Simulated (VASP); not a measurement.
Write the native input for VASP 6.6.1 that does the following.

```
Task                   : single point
Functional             : BLYP
Potentials or basis    : VASP PAW PBE potentials, release 64 (Os_sv_GW)
Cutoff                 : 560 eV
k mesh                 : 16 × 16 × 16
Occupations            : fermi-dirac, width 0.1 eV
Spin                   : no spin polarisation
Dipole correction      : no
Further INCAR settings : ALGO = Normal; EDIFF = 1e-06; NBANDS = 14
```

The structure of Os lies in POSCAR:

```
Os
1.0
    0.0000000000      1.9825238314      1.9825238314
    1.9825238314      0.0000000000      1.9825238314
    1.9825238314      1.9825238314      0.0000000000
Os
1
Direct
    0.0000000000      0.0000000000      0.0000000000
```

This isn't the form of Os at room conditions, which is hcp.

One way to write it, as run:

INCAR

```
AGGAC = 1.0 ; AGGAX = 1.0
ALDAC = 0.0 ; ALDAX = 1.0
ALGO = Normal ; EDIFF = 1E-6
ENCUT = 560 ; GGA = B5
GGA_COMPAT = F ; ISIF = 2
ISMEAR = -1 ; LASPH = T
LCHARG = T ; LELF = T
LREAL = F ; LVHAR = T
LWAVE = F ; NBANDS = 14
NELM = 120 ; PREC = Accurate
SIGMA = 0.1
```

KPOINTS

```
k-points
0
Gamma
  16 16 16
```

Potentials or basis: VASP PAW PBE potentials, release 64 (Os_sv_GW).

Command:

```bash
$ cat potpaw_PBE.64/Os_sv_GW/POTCAR > POTCAR
$ mpirun -np 1 vasp_std > vasp.out
```

Results of the run:

The pressure is -12.3 GPa and the band gap on the k mesh is zero (bands 8 and 9 overlap by 3.83 eV).

Caveat: the cell stands under tension; the PAW data sets were made with another functional, which shifts forces and pressure a little; spin-orbit coupling is left out, which moves the levels of the heavy elements.

It took 20 s on 1 thread of Intel(R) Xeon(R) Platinum 8488C (Sapphire Rapids), with other jobs on the host, peak memory 0.17 GiB.
